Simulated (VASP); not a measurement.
Runs of VASP 6.6.1 on TiTe2 (k07). The structure is that of space group P-3m1 (No. 164), or close to it. The cells are those of the table. 

```tsv
task	cell	cutoff (eV)	smearing	gap on the mesh (eV)	pressure (GPa)	relaxed volume (Å³/atom)	largest force (eV/Å)
single point	a = 3.761, b = 3.761, c = 6.723 Å, angles 90.0, 90.0, 120.0°, 3 atoms	520	gaussian 0.1 eV	none	-2.4	-	0.01
relaxation of cell and atoms	relaxed from a = 3.697, b = 3.697, c = 6.384 Å, angles 90.0, 90.0, 120.0°, 3 atoms	600	fermi-dirac 0.15 eV	none	0.0	(a)	-
single point	a = 3.749, b = 3.749, c = 6.583 Å, angles 90.0, 90.0, 120.0°, 3 atoms	520	gaussian 0.1 eV	none	-1.9	-	-
relaxation of cell and atoms	relaxed from a = 3.777, b = 3.777, c = 6.498 Å, angles 90.0, 90.0, 120.0°, 3 atoms	600	gaussian 0.1 eV	none	0.0	25.16	-
single point	a = 3.697, b = 3.697, c = 6.384 Å, angles 90.0, 90.0, 120.0°, 3 atoms	520	gaussian 0.1 eV	none	0.0	-	0.01
```

Alike in all rows: level PBE+D3(BJ); potentials or basis VASP PAW PBE potentials, release 64 (Ti_sv, Te); no spin polarisation; k mesh 18 × 18 × 10.

Question: Fill in the values left out.

Answer: (a) 25.18.

Caveats: spin-orbit coupling is left out, which moves the levels of the heavy elements.

A k mesh can miss the band edges, and the runs leave out spin-orbit coupling on Te.

A gap of «none» marks levels without a gap at the run's occupations.
